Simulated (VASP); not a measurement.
# V in VASP: a series of runs

The runs below take V through single point, with PBE.

Program: VASP 6.6.1. These are calculated values, not measurements. Logs are shortened: lines on timing, memory, paths and dates and some standing lists are left out, and cuts for length are marked.

## Step 1: The cell of the first run

The cell holds a slab with vacuum, 1 atom: a = 2.596 Å, b = 2.596 Å, c = 16.000 Å, α = 90.00°, β = 90.00°, γ = 109.47°.

## Step 2: Single point, PBE

Input file INCAR:

```
SYSTEM = V
PREC = Accurate
ENCUT = 400
EDIFF = 1E-6
ISMEAR = -1
SIGMA = 0.08
LREAL = .FALSE.
LASPH = .TRUE.
NELM = 120
ALGO = Normal
ISIF = 2
LWAVE = .FALSE.
LCHARG = .TRUE.
LDIPOL = .TRUE.
IDIPOL = 3
DIPOL = 0.5 0.5 0.500
GGA = PE
LELF = .TRUE.
LVHAR = .TRUE.
LVACPOTAV = .TRUE.
NBANDS = 12
GGA_COMPAT = .FALSE.
NELMDL = -8
```

Input file KPOINTS:

```
regular mesh
0
G
  15 15 1
  0 0 0
```

Input file POSCAR:

```
V
1.0
    2.5962697459      0.0000000000      0.0000000000
   -0.8654232486      2.4477865908      0.0000000000
    0.0000000000      0.0000000000     16.0000000000
V
1
Direct
    0.0000000000      0.0000000000      0.5000000000
```

Potentials or basis: VASP PAW PBE potentials, release 64 (V_sv).

Command:

```bash
$ cat potpaw_PBE.64/V_sv/POTCAR > POTCAR
$ mpirun -np 1 vasp_std > vasp.out
```

OUTCAR:

```text
SYSTEM = V
   PREC = Accurate
   ENCUT = 400
   EDIFF = 1E-6
   ISMEAR = -1
   LREAL = .FALSE.
   LASPH = .TRUE.
   NELM = 120
   ISIF = 2
   GGA = PE
   NELMDL = -8

 ion  position               nearest neighbor table
   1  0.000  0.000  0.500-

  LATTYP: Found a base centered orthorhombic cell.
 ALAT       =     2.9979140734
 B/A-ratio  =     1.4142135624
 C/A-ratio  =     5.3370442276

  Lattice vectors:

 A1 = (   2.5962697459,   0.0000000000,   0.0000000000)
 A2 = (  -0.8654232486,   2.4477865908,   0.0000000000)
 A3 = (   0.0000000000,   0.0000000000,  16.0000000000)

Analysis of symmetry for initial positions (statically):
=====================================================================
 Subroutine PRICEL returns:
 Original cell was already a primitive cell.

 Routine SETGRP: Setting up the symmetry group for a
 base centered orthorhombic supercell.

 Subroutine GETGRP returns: Found  8 space group operations
 (whereof  8 operations were pure point group operations)
 out of a pool of  8 trial point group operations.

The static configuration has the point symmetry D_2h.

Analysis of symmetry for dynamics (positions and initial velocities):
=====================================================================
 Subroutine PRICEL returns:
 Original cell was already a primitive cell.

 Routine SETGRP: Setting up the symmetry group for a
 base centered orthorhombic supercell.

 Subroutine GETGRP returns: Found  8 space group operations
 (whereof  8 operations were pure point group operations)
 out of a pool of  8 trial point group operations.

The dynamic configuration has the point symmetry D_2h.

 Subroutine INISYM returns: Found  8 space group operations
 (whereof  8 operations are pure point group operations),
 and found     1 'primitive' translations

----------------------------------------------------------------------------------------

                                     Primitive cell

  volume of cell :     101.6818

  direct lattice vectors                    reciprocal lattice vectors
     2.596269746  0.000000000  0.000000000     0.385167990  0.136177449  0.000000000
    -0.865423249  2.447786591  0.000000000     0.000000000  0.408532347  0.000000000
     0.000000000  0.000000000 16.000000000     0.000000000  0.000000000  0.062500000

  length of vectors
     2.596269746  2.596269746 16.000000000     0.408532347  0.408532347  0.062500000

  position of ions in fractional coordinates (direct lattice)
     0.000000000  0.000000000  0.500000000

  ion indices of the primitive-cell ions
   primitive index   ion index
                 1           1

----------------------------------------------------------------------------------------

 KPOINTS: regular mesh

Automatic generation of k-mesh.
 Grid dimensions read from file:
 generate k-points for:   15   15    1

 Generating k-lattice:

  Cartesian coordinates                     Fractional coordinates (reciprocal lattice)
     0.025677866  0.009078497  0.000000000     0.066666667  0.000000000  0.000000000
     0.000000000  0.027235490  0.000000000     0.000000000  0.066666667  0.000000000
     0.000000000  0.000000000  0.062500000     0.000000000  0.000000000  1.000000000

  Length of vectors
     0.027235490  0.027235490  0.062500000

  Shift w.r.t. Gamma in fractional coordinates (k-lattice)
     0.000000000  0.000000000  0.000000000

 Subroutine IBZKPT returns following result:
 ===========================================

 Found     64 irreducible k-points:

 Following reciprocal coordinates:
            Coordinates               Weight
  0.000000  0.000000  0.000000      1.000000
  0.066667 -0.000000  0.000000      4.000000
  0.133333 -0.000000  0.000000      4.000000
  0.200000 -0.000000  0.000000      4.000000
  0.266667 -0.000000  0.000000      4.000000
  0.333333  0.000000  0.000000      4.000000
[... 16 lines left out ...]
  0.133333  0.133333  0.000000      2.000000
  0.200000  0.133333  0.000000      4.000000
 [... further k-points ...]
   k-points           NKPTS =     64   k-points in BZ     NKDIM =     64   number of bands    NBANDS=     12
   number of dos      NEDOS =    301   number of ions     NIONS =      1
   total plane-waves  NPLWV =  34992
   dimension x,y,z NGX =    18 NGY =   18 NGZ =  108
   dimension x,y,z NGXF=    36 NGYF=   36 NGZF=  216
   ions per type =               1
   NGX,Y,Z   is equivalent  to a cutoff of  11.53, 11.53, 11.22 a.u.
   NGXF,Y,Z  is equivalent  to a cutoff of  23.05, 23.05, 22.44 a.u.
 SYSTEM =  V
   PREC   = accura    normal or accurate (medium, high low for compatibility)
   ISTART =      0    job   : 0-new  1-cont  2-samecut
   ICHARG =      2    charge: 1-file 2-atom 10-const
   ISPIN  =      1    spin polarized calculation?
   LNONCOLLINEAR =      F non collinear calculations
   LSORBIT =      F    spin-orbit coupling
   LASPH  =      T    aspherical Exc in radial PAW
   ENCUT  =  400.0 eV  29.40 Ry    5.42 a.u.   4.23  4.23 26.09*2*pi/ulx,y,z
   NELM   =    120;   NELMIN=  2; NELMDL= -8     # of ELM steps
   EDIFF  = 0.1E-05   stopping-criterion for ELM
   LREAL  =      F    real-space projection
   EDIFFG = 0.1E-04   stopping-criterion for IOM
   NSW    =      0    number of steps for IOM
   IBRION =     -1    ionic relax: 0-MD 1-quasi-New 2-CG
   NFREE  =      0    steps in history (QN), initial steepest desc. (CG)
   ISIF   =      2    stress and relaxation
   ISYM   =      2    0-nonsym 1-usesym 2-fastsym
   POTIM  = 0.5000    time-step for ionic-motion
   TEBEG  =    0.0;   TEEND  =   0.0 temperature during run
   PSTRESS=    0.0 pullay stress
   NELECT =      13.0000    total number of electrons
   NUPDOWN=      -1.0000    fix difference up-down
   EMIN   =  10.00;   EMAX   =-10.00  energy-range for DOS
   EFERMI =   0.00;   METHOD = LEGACY
   ISMEAR =    -1;   SIGMA  =   0.08  broadening in eV -4-tet -1-fermi 0-gaus
   EFERMI_NEDOS =   21; number of points for ismear=-14 and -15
   IALGO  =     38    algorithm
   IMIX   =      4    mixing-type and parameters
     AMIX     =   0.40;   BMIX     =  1.00
     AMIX_MAG =   1.60;   BMIX_MAG =  1.00
  volume/ion in A,a.u.               =     101.68       686.18
  Fermi-wavevector in a.u.,A,eV,Ry     =   0.824723  1.558501  9.254250  0.680168
  Thomas-Fermi vector in A             =   1.936458
   LORBIT       =      0    0 simple, 1 ext, 2 COOP (PROOUT), +10 PAW based schemes
   GGA     = PE    functional components
   LHFCALC =     F    Hartree Fock is set to
   AEXX    =    0.0000 exact exchange contribution
   IVDW    =     0    specifies the selected vdW correction
   LEPSILON=     F    determine dielectric tensor
   LRPA    =     F    only Hartree local field effects (RPA)
 non-spin polarized calculation
  energy-cutoff  :      400.00
  volume of cell :      101.68
 maximum number of plane-waves:      1874
 NGX is ok and might be reduce to    18
   NGX =  9   NGY =  9   NGZ = 53

 dipolmoment           0.000000      0.000000     -0.000000 electrons x Angstroem

 number of electron      12.9999988 magnetization

 dipolmoment           0.000000      0.000000      0.000000 electrons x Angstroem

 Free energy of the ion-electron system (eV)
  ---------------------------------------------------
  ext. energy  EPLUGINS =         0.00000000
  ---------------------------------------------------
  free energy    TOTEN  =        -6.67823296 eV

  energy without entropy =       -6.63548081  energy(sigma->0) =       -6.65685689

 E-fermi :  -2.5472     XC(G=0):  -3.0689

 val. band max:       -2.6084644239   @ k =   0.2000  -0.0000   0.0000
 cond. band min:      -2.5118147258   @ k =   0.2000   0.0667   0.0000
 fundamental gap:      0.0966496981
 Fermi energy:        -2.5471967262

 k-point     1 :       0.0000    0.0000    0.0000
  band No.  band energies     occupation
      1     -66.6573      2.00000
      2     -40.7334      2.00000
      3     -40.1465      2.00000
      4     -39.8833      2.00000
      5      -6.8589      2.00000
      6      -3.1779      1.99925
      7      -3.1622      1.99908
      8      -2.1854      0.02150
      9      -0.7621      0.00000
     10      -0.6750      0.00000
     11      -0.3798      0.00000
     12       1.6567      0.00000

 k-point     2 :       0.0667   -0.0000    0.0000
  band No.  band energies     occupation
      1     -66.6533      2.00000
      2     -40.7300      2.00000
      3     -40.1610      2.00000
      4     -39.8987      2.00000
      5      -6.7204      2.00000
      6      -3.1611      1.99907
      7      -3.0962      1.99791
      8      -2.2692      0.06005
      9      -0.6880      0.00000
     10      -0.6817      0.00000
     11      -0.3699      0.00000
     12       1.7613      0.00000

 k-point     3 :       0.1333   -0.0000    0.0000
  band No.  band energies     occupation
      1     -66.6416      2.00000
      2     -40.7203      2.00000
      3     -40.2090      2.00000
      4     -39.9340      2.00000
      5      -6.3212      2.00000
      6      -3.1260      1.99856
      7      -2.9013      1.97636
      8      -2.4919      0.66761
      9      -0.6963      0.00000
     10      -0.5678      0.00000
     11      -0.2099      0.00000
     12       2.0748      0.00000

 k-point     4 :       0.2000   -0.0000    0.0000
  band No.  band energies     occupation
      1     -66.6243      2.00000
      2     -40.7059      2.00000
      3     -40.2964      2.00000
      4     -39.9685      2.00000
      5      -5.7200      2.00000
      6      -3.0735      1.99722
      7      -2.7922      1.91059
      8      -2.6085      1.36524
      9      -0.6318      0.00000
     10      -0.5734      0.00000
     11       0.2613      0.00000
     12       2.5966      0.00000

 k-point     5 :       0.2667   -0.0000    0.0000
  band No.  band energies     occupation
      1     -66.6044      2.00000
      2     -40.6893      2.00000
      3     -40.4108      2.00000
      4     -39.9922      2.00000
      5      -5.0584      2.00000
      6      -3.1073      1.99818
      7      -2.9222      1.98174
      8      -2.2643      0.05657
      9      -0.6078      0.00000
     10      -0.4512      0.00000
     11       0.9580      0.00000
     12       3.3250      0.00000
[... 228 lines left out ...]
      1     -66.6399      2.00000
      2     -40.7193      2.00000
      3     -40.1924      2.00000
      4     -39.9567      2.00000
      5      -6.3558      2.00000
      6      -2.9855      1.99169
      7      -2.8604      1.96091
      8      -2.4245      0.35472
      9      -0.9885      0.00000
     10      -0.7893      0.00000
     11      -0.0800      0.00000
     12       2.0414      0.00000

 k-point    22 :      -0.0667    0.0667    0.0000
  band No.  band energies     occupation
      1     -66.6504      2.00000
      2     -40.7278      2.00000
      3     -40.1600      2.00000
      4     -39.9168      2.00000
      5      -6.6712      2.00000
      6      -3.0804      1.99746
      7      -3.0415      1.99586
      8      -2.2650      0.05708
      9      -0.8466      0.00000
     10      -0.8093      0.00000
     11      -0.2520      0.00000
     12       1.7968      0.00000

 k-point    23 :       0.1333    0.1333    0.0000
  band No.  band energies     occupation
      1     -66.6226      2.00000
      2     -40.7039      2.00000
      3     -40.2854      2.00000
      4     -40.0022      2.00000
      5      -5.4876      2.00000
      6      -3.2281      1.99960
      7      -2.7639      1.87503
      8      -2.6136      1.39276
      9      -0.8388      0.00000
     10      -0.2590      0.00000
     11       0.5413      0.00000
     12       2.7740      0.00000

 k-point    24 :       0.2000    0.1333    0.0000
  band No.  band energies     occupation
      1     -66.6049      2.00000
      2     -40.6892      2.00000
      3     -40.3547      2.00000
      4     -40.0565      2.00000
      5      -4.8223      2.00000
      6      -3.1517      1.99895
      7      -2.9386      1.98511
      8      -2.3331      0.12883
      9      -1.0434      0.00000
     10      -0.0630      0.00000
     11       1.2197      0.00000
     12       3.4415      0.00000

 [... further k-points ...]

------------------------ aborting loop because EDIFF is reached ----------------------------------------

  FORCE on cell =-STRESS in cart. coord.  units (eV):
  Direction    XX          YY          ZZ          XY          YZ          ZX
  --------------------------------------------------------------------------------------
  -------------------------------------------------------------------------------------
  Total       -3.5813265     -3.5093210     -0.1373666      0.1018311      0.0000000      0.0000000
  in kB      -56.4301431    -55.2955696     -2.1644545      1.6045292      0.0000000      0.0000000
  external PRESSURE =     -37.9633891 kB  Pullay stress =       0.0000000 kB

 VOLUME and BASIS-vectors are now :
 -----------------------------------------------------------------------------
  energy-cutoff  :      400.00
  volume of cell :      101.68
      direct lattice vectors                 reciprocal lattice vectors
     2.596269746  0.000000000  0.000000000     0.385167990  0.136177449  0.000000000
    -0.865423249  2.447786591  0.000000000     0.000000000  0.408532347  0.000000000
     0.000000000  0.000000000 16.000000000     0.000000000  0.000000000  0.062500000

 POSITION                                       TOTAL-FORCE (eV/Angst)
 -----------------------------------------------------------------------------------
      0.00000      0.00000      8.00000         0.000000      0.000000      0.000000
 -----------------------------------------------------------------------------------
    total drift:                                0.000000      0.000000      0.000000

  FREE ENERGIE OF THE ION-ELECTRON SYSTEM (eV)
  ---------------------------------------------------
  free  energy   TOTEN  =        -6.6782329594 eV

  energy  without entropy=       -6.6354808119  energy(sigma->0) =       -6.65685689

 vacuum level on the upper side and lower side of the slab         2.172         2.172
```

It took 42 s on 1 thread of Intel Xeon Platinum 8488C (Sapphire Rapids), shared host; peak memory 0.2 GiB.

Results:

* Free energy: -6.6782 eV
* Band gap on the k mesh: zero (an odd number of electrons rules out a gap without spin polarisation)

(Part 1 of 2 ends here.)
